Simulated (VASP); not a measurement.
# Ba2Ir (P6/mmm) in VASP: notebook

Ba2Ir is run at these levels: PBE; tasks: single point, relaxation of cell and atoms.

Program: VASP 6.6.1. These are calculated values, not measurements. Logs are shortened: lines on timing, memory, paths and dates and some standing lists are left out, and cuts for length are marked.

**1. The cell of the first run**

The structure is hexagonal, space group P6/mmm (No. 191). Conventional cell: a = 4.464 Å, b = 4.464 Å, c = 4.820 Å, α = 90.00°, β = 90.00°, γ = 120.00°. Within 3.6 Å of Ba (site symmetry -6m2) lie 3 Ba at 2.58 Å and 6 Ir at 3.53 Å. Ir (site symmetry 6/mmm) has 12 Ba at 3.53 Å and 6 Ir at 4.46 Å within 4.6 Å.

**2. Single point, PBE**

Contents of INCAR:

```
PREC = Accurate
ENCUT = 520
EDIFF = 1E-6
ISMEAR = 0
SIGMA = 0.1
LREAL = F
LASPH = T
NELM = 80
ALGO = Normal
ISIF = 2
LWAVE = F
LCHARG = T
GGA = PE
LELF = T
LVHAR = T
NBANDS = 22
```

Contents of KPOINTS:

```
Automatic mesh
0
Gamma
  6 6 4
```

Contents of POSCAR:

```
Ba2Ir
1.0
    4.4644060427      0.0000000000      0.0000000000
   -2.2322030213      3.8662890458      0.0000000000
    0.0000000000      0.0000000000      4.8203719730
Ba Ir
2 1
Direct
    0.3333333333      0.6666666667      0.5000000000
    0.6666666667      0.3333333333      0.5000000000
    0.0000000000      0.0000000000      0.0000000000
```

Potentials or basis: VASP PAW PBE potentials, release 64 (Ba_sv, Ir).

The run is started by

```
$ cat potpaw_PBE.64/Ba_sv/POTCAR potpaw_PBE.64/Ir/POTCAR > POTCAR
$ mpirun -np 1 vasp_std > vasp.out
```

OUTCAR:

```text
PREC = Accurate
   ENCUT = 520
   EDIFF = 1E-6
   ISMEAR = 0
   LREAL = F
   LASPH = T
   NELM = 80
   ISIF = 2
   GGA = PE

 ion  position               nearest neighbor table
   1  0.333  0.667  0.500-   2 2.58   2 2.58   2 2.58   3 3.53   3 3.53   3 3.53   3 3.53   3 3.53
                             3 3.53
   2  0.667  0.333  0.500-   1 2.58   1 2.58   1 2.58   3 3.53   3 3.53   3 3.53   3 3.53   3 3.53
                             3 3.53
   3  0.000  0.000  0.000-   1 3.53   2 3.53   1 3.53   2 3.53   1 3.53   1 3.53   2 3.53   2 3.53
                             2 3.53   2 3.53   1 3.53   1 3.53

  LATTYP: Found a hexagonal cell.
 ALAT       =     4.4644060427
 C/A-ratio  =     1.0797342193

  Lattice vectors:

 A1 = (   4.4644060427,   0.0000000000,   0.0000000000)
 A2 = (  -2.2322030213,   3.8662890458,   0.0000000000)
 A3 = (   0.0000000000,   0.0000000000,   4.8203719730)

Analysis of symmetry for initial positions (statically):
=====================================================================
 Subroutine PRICEL returns:
 Original cell was already a primitive cell.

 Routine SETGRP: Setting up the symmetry group for a
 hexagonal supercell.

 Subroutine GETGRP returns: Found 24 space group operations
 (whereof 24 operations were pure point group operations)
 out of a pool of 24 trial point group operations.

The static configuration has the point symmetry D_6h.

Analysis of symmetry for dynamics (positions and initial velocities):
=====================================================================
 Subroutine PRICEL returns:
 Original cell was already a primitive cell.

 Routine SETGRP: Setting up the symmetry group for a
 hexagonal supercell.

 Subroutine GETGRP returns: Found 24 space group operations
 (whereof 24 operations were pure point group operations)
 out of a pool of 24 trial point group operations.

The dynamic configuration has the point symmetry D_6h.

 Subroutine INISYM returns: Found 24 space group operations
 (whereof 24 operations are pure point group operations),
 and found     1 'primitive' translations

----------------------------------------------------------------------------------------

                                     Primitive cell

  volume of cell :      83.2029

  direct lattice vectors                    reciprocal lattice vectors
     4.464406043  0.000000000  0.000000000     0.223993963  0.129322975  0.000000000
    -2.232203021  3.866289046  0.000000000     0.000000000  0.258645949  0.000000000
     0.000000000  0.000000000  4.820371973     0.000000000  0.000000000  0.207452870

  length of vectors
     4.464406043  4.464406043  4.820371973     0.258645949  0.258645949  0.207452870

  position of ions in fractional coordinates (direct lattice)
     0.333333333  0.666666667  0.500000000
     0.666666667  0.333333333  0.500000000
     0.000000000  0.000000000  0.000000000

  ion indices of the primitive-cell ions
   primitive index   ion index
                 1           1
                 2           2
                 3           3

----------------------------------------------------------------------------------------

 KPOINTS: Automatic mesh

Automatic generation of k-mesh.
 Grid dimensions read from file:
 generate k-points for:    6    6    4

 Generating k-lattice:

  Cartesian coordinates                     Fractional coordinates (reciprocal lattice)
     0.037332327  0.021553829  0.000000000     0.166666667 -0.000000000  0.000000000
     0.000000000  0.043107658  0.000000000     0.000000000  0.166666667  0.000000000
     0.000000000  0.000000000  0.051863217     0.000000000  0.000000000  0.250000000

  Length of vectors
     0.043107658  0.043107658  0.051863217

  Shift w.r.t. Gamma in fractional coordinates (k-lattice)
     0.000000000  0.000000000  0.000000000

 Subroutine IBZKPT returns following result:
 ===========================================

 Found     21 irreducible k-points:

 Following reciprocal coordinates:
            Coordinates               Weight
  0.000000  0.000000  0.000000      1.000000
  0.166667 -0.000000  0.000000      6.000000
  0.333333 -0.000000  0.000000      6.000000
  0.500000 -0.000000  0.000000      3.000000
  0.166667  0.166667  0.000000      6.000000
  0.333333  0.166667  0.000000     12.000000
[... 13 lines left out ...]
  0.333333  0.166667  0.500000     12.000000
  0.333333  0.333333  0.500000      2.000000
   k-points           NKPTS =     21   k-points in BZ     NKDIM =     21   number of bands    NBANDS=     22
   number of dos      NEDOS =    301   number of ions     NIONS =      3
   total plane-waves  NPLWV =  46656
   dimension x,y,z NGX =    36 NGY =   36 NGZ =   36
   dimension x,y,z NGXF=    72 NGYF=   72 NGZF=   72
   ions per type =               2   1
   NGX,Y,Z   is equivalent  to a cutoff of  13.41, 13.41, 12.42 a.u.
   NGXF,Y,Z  is equivalent  to a cutoff of  26.81, 26.81, 24.83 a.u.
 SYSTEM =  unknown system
   PREC   = accura    normal or accurate (medium, high low for compatibility)
   ISTART =      0    job   : 0-new  1-cont  2-samecut
   ICHARG =      2    charge: 1-file 2-atom 10-const
   ISPIN  =      1    spin polarized calculation?
   LNONCOLLINEAR =      F non collinear calculations
   LSORBIT =      F    spin-orbit coupling
   LASPH  =      T    aspherical Exc in radial PAW
   ENCUT  =  520.0 eV  38.22 Ry    6.18 a.u.   8.30  8.30  8.96*2*pi/ulx,y,z
   NELM   =     80;   NELMIN=  2; NELMDL= -5     # of ELM steps
   EDIFF  = 0.1E-05   stopping-criterion for ELM
   LREAL  =      F    real-space projection
   EDIFFG = 0.1E-04   stopping-criterion for IOM
   NSW    =      0    number of steps for IOM
   IBRION =     -1    ionic relax: 0-MD 1-quasi-New 2-CG
   NFREE  =      0    steps in history (QN), initial steepest desc. (CG)
   ISIF   =      2    stress and relaxation
   ISYM   =      2    0-nonsym 1-usesym 2-fastsym
   POTIM  = 0.5000    time-step for ionic-motion
   TEBEG  =    0.0;   TEEND  =   0.0 temperature during run
   PSTRESS=    0.0 pullay stress
   NELECT =      29.0000    total number of electrons
   NUPDOWN=      -1.0000    fix difference up-down
   EMIN   =  10.00;   EMAX   =-10.00  energy-range for DOS
   EFERMI =   0.00;   METHOD = LEGACY
   ISMEAR =     0;   SIGMA  =   0.10  broadening in eV -4-tet -1-fermi 0-gaus
   EFERMI_NEDOS =   21; number of points for ismear=-14 and -15
   IALGO  =     38    algorithm
   IMIX   =      4    mixing-type and parameters
     AMIX     =   0.40;   BMIX     =  1.00
     AMIX_MAG =   1.60;   BMIX_MAG =  1.00
  volume/ion in A,a.u.               =      27.73       187.16
  Fermi-wavevector in a.u.,A,eV,Ry     =   1.152112  2.177176 18.059853  1.327362
  Thomas-Fermi vector in A             =   2.288765
   LORBIT       =      0    0 simple, 1 ext, 2 COOP (PROOUT), +10 PAW based schemes
   GGA     = PE    functional components
   LHFCALC =     F    Hartree Fock is set to
   AEXX    =    0.0000 exact exchange contribution
   IVDW    =     0    specifies the selected vdW correction
   LEPSILON=     F    determine dielectric tensor
   LRPA    =     F    only Hartree local field effects (RPA)
 non-spin polarized calculation
 Gauss-broadening in eV      SIGMA  =   0.10
  energy-cutoff  :      520.00
  volume of cell :       83.20
 maximum number of plane-waves:      2265
 NGX is ok and might be reduce to    36
   NGX = 17   NGY = 17   NGZ = 17

 number of electron      28.9999999 magnetization

 Free energy of the ion-electron system (eV)
  ---------------------------------------------------
  ext. energy  EPLUGINS =         0.00000000
  ---------------------------------------------------
  free energy    TOTEN  =        -5.07384836 eV

  energy without entropy =       -5.07205895  energy(sigma->0) =       -5.07295365

 E-fermi :   4.0749     XC(G=0): -10.2723

 val. band max:        3.9459180831   @ k =   0.1667   0.1667   0.5000
 cond. band min:       4.2072061086   @ k =   0.3333   0.1667   0.0000
 fundamental gap:      0.2612880256
 Fermi energy:         4.0748790909

 k-point     1 :       0.0000    0.0000    0.0000
  band No.  band energies     occupation
      1     -26.3519      2.00000
      2     -22.3210      2.00000
      3     -13.0272      2.00000
      4     -13.0272      2.00000
      5     -10.6180      2.00000
      6      -7.5915      2.00000
[... 14 lines left out ...]
     21       9.9356      0.00000
     22      11.3443      0.00000

 k-point     2 :       0.1667   -0.0000    0.0000
  band No.  band energies     occupation
      1     -26.1831      2.00000
      2     -22.6936      2.00000
      3     -13.1732      2.00000
      4     -12.5946      2.00000
      5     -10.4795      2.00000
      6      -7.8272      2.00000
[... 14 lines left out ...]
     21       9.5173      0.00000
     22      10.7469      0.00000

 k-point     3 :       0.3333   -0.0000    0.0000
  band No.  band energies     occupation
      1     -25.7235      2.00000
      2     -23.5166      2.00000
      3     -13.4291      2.00000
      4     -11.7719      2.00000
      5     -10.1058      2.00000
      6      -8.3895      2.00000
[... 14 lines left out ...]
     21       9.1596      0.00000
     22       9.7969      0.00000

 k-point     4 :       0.5000   -0.0000    0.0000
  band No.  band energies     occupation
      1     -25.3245      2.00000
      2     -24.0797      2.00000
      3     -13.5432      2.00000
      4     -11.3913      2.00000
      5      -9.7875      2.00000
      6      -8.7991      2.00000
[... 14 lines left out ...]
     21       9.3241      0.00000
     22       9.7007      0.00000

 k-point     5 :       0.1667    0.1667    0.0000
  band No.  band energies     occupation
      1     -25.8624      2.00000
      2     -23.2908      2.00000
      3     -13.4479      2.00000
      4     -11.8258      2.00000
      5     -10.2179      2.00000
      6      -8.2311      2.00000
[... 342 lines left out ...]
 k-point    19 :       0.1667    0.1667    0.5000
  band No.  band energies     occupation
      1     -25.8573      2.00000
      2     -23.2869      2.00000
      3     -13.4387      2.00000
      4     -11.8239      2.00000
      5     -10.3710      2.00000
      6      -8.3271      2.00000
[... 14 lines left out ...]
     21       9.4097      0.00000
     22      10.9081      0.00000

 k-point    20 :       0.3333    0.1667    0.5000
  band No.  band energies     occupation
      1     -25.3234      2.00000
      2     -24.0703      2.00000
      3     -13.7007      2.00000
      4     -10.8906      2.00000
      5      -9.9025      2.00000
      6      -8.9125      2.00000
[... 14 lines left out ...]
     21       9.3516      0.00000
     22      10.0307      0.00000

 k-point    21 :       0.3333    0.3333    0.5000
  band No.  band energies     occupation
      1     -24.7351      2.00000
      2     -24.7351      2.00000
      3     -13.8816      2.00000
      4      -9.4726      2.00000
      5      -9.4726      2.00000
      6      -9.4228      2.00000
[... 14 lines left out ...]
     21       9.7037      0.00000
     22       9.7037      0.00000

------------------------ aborting loop because EDIFF is reached ----------------------------------------

  FORCE on cell =-STRESS in cart. coord.  units (eV):
  Direction    XX          YY          ZZ          XY          YZ          ZX
  --------------------------------------------------------------------------------------
  -------------------------------------------------------------------------------------
  Total       27.1767890     27.1767890     -9.3525857      0.0000000     -0.0000000      0.0000000
  in kB      523.3234138    523.3234138   -180.0958563      0.0000000     -0.0000000      0.0000000
  external PRESSURE =     288.8503238 kB  Pullay stress =       0.0000000 kB

 VOLUME and BASIS-vectors are now :
 -----------------------------------------------------------------------------
  energy-cutoff  :      520.00
  volume of cell :       83.20
      direct lattice vectors                 reciprocal lattice vectors
     4.464406043  0.000000000  0.000000000     0.223993963  0.129322975  0.000000000
    -2.232203021  3.866289046  0.000000000     0.000000000  0.258645949  0.000000000
     0.000000000  0.000000000  4.820371973     0.000000000  0.000000000  0.207452870

 POSITION                                       TOTAL-FORCE (eV/Angst)
 -----------------------------------------------------------------------------------
     -0.00000      2.57753      2.41019         0.000000      0.000000      0.000000
      2.23220      1.28876      2.41019        -0.000000      0.000000     -0.000000
      0.00000      0.00000      0.00000        -0.000000      0.000000     -0.000000
 -----------------------------------------------------------------------------------
    total drift:                                0.000000     -0.000000     -0.000000

  FREE ENERGIE OF THE ION-ELECTRON SYSTEM (eV)
  ---------------------------------------------------
  free  energy   TOTEN  =        -5.0738483636 eV

  energy  without entropy=       -5.0720589457  energy(sigma->0) =       -5.07295365
```

Run time: 21 s. Hardware: 1 thread of Intel Xeon 6975P-C (Granite Rapids), shared host; peak memory 0.22 GiB.

What came out:

- Free energy: -5.0738 eV
- Pressure: 28.9 GPa
- Band gap on the k mesh: zero (an odd number of electrons rules out a gap without spin polarisation)

Stress tensor (GPa, compression positive):
```
 52.33   0.00   0.00
  0.00  52.33   0.00
  0.00   0.00 -18.01
```

Caveat: the stress differs along the axes, from -18 to 52 GPa; spin-orbit coupling is left out, which moves the levels of the heavy elements.

**3. Single point, PBE**

This run uses another cell than the first one, of 28.11 Å³/atom.

Contents of INCAR:

```
PREC = Accurate
ENCUT = 520
EDIFF = 1E-7
ISMEAR = 0
SIGMA = 0.1
LREAL = F
LASPH = T
NELM = 60
ALGO = Normal
ISIF = 2
LWAVE = F
LCHARG = F
GGA = PE
NBANDS = 22
```

KPOINTS is that of step 2.

Contents of POSCAR:

```
Ba2Ir
1.0
    5.3773439056      0.0000000000      0.0000000000
   -2.6886719528      4.6569164272      0.0000000000
    0.0000000000      0.0000000000      3.3679787218
Ba Ir
2 1
Direct
    0.3333333333      0.6666666667      0.5000000000
    0.6666666667      0.3333333333      0.5000000000
    0.0000000000      0.0000000000      0.0000000000
```

Potentials or basis: VASP PAW PBE potentials, release 64 (Ba_sv, Ir).

The run is started by

```
$ cat potpaw_PBE.64/Ba_sv/POTCAR potpaw_PBE.64/Ir/POTCAR > POTCAR
$ mpirun -np 1 vasp_std > vasp.out
```

It took 23 s on 1 thread of Intel Xeon 6975P-C (Granite Rapids), shared host; peak memory 0.21 GiB.

Results (log left out):

```
Free energy            : -10.9774 eV
Pressure               : 2.4 GPa
Band gap on the k mesh : zero (an odd number of electrons rules out a gap without spin polarisation)
```

Stress tensor (GPa, compression positive):
```
2.84 0.00 0.00
0.00 2.84 0.00
0.00 0.00 1.54
```

Levels at points of the mesh, in eV from the Fermi level:
```tsv
k point	band 11	band 12	band 13	band 14	band 15	band 16	band 17	band 18
(0.00, 0.00, 0.00)	-1.33	-1.33	-0.85	-0.85	0.21	0.75	0.75	1.63
(0.50, 0.00, 0.00)	-1.92	-1.47	-0.94	-0.93	-0.74	0.01	1.14	1.20
(0.00, 0.00, 0.50)	-2.07	-2.07	-1.52	-0.54	1.18	1.18	1.24	1.31
(0.50, 0.00, 0.50)	-2.09	-1.87	-1.53	-1.24	-0.27	0.65	0.95	2.54
```

Caveat: the k points lie up to 0.47 Å⁻¹ apart, too coarse for converged energies and pressures of a metal; spin-orbit coupling is left out, which moves the levels of the heavy elements.

(Part 1 of 2 ends here.)

The gap in the log of VASP goes by the Fermi energy; the results here count the filled bands.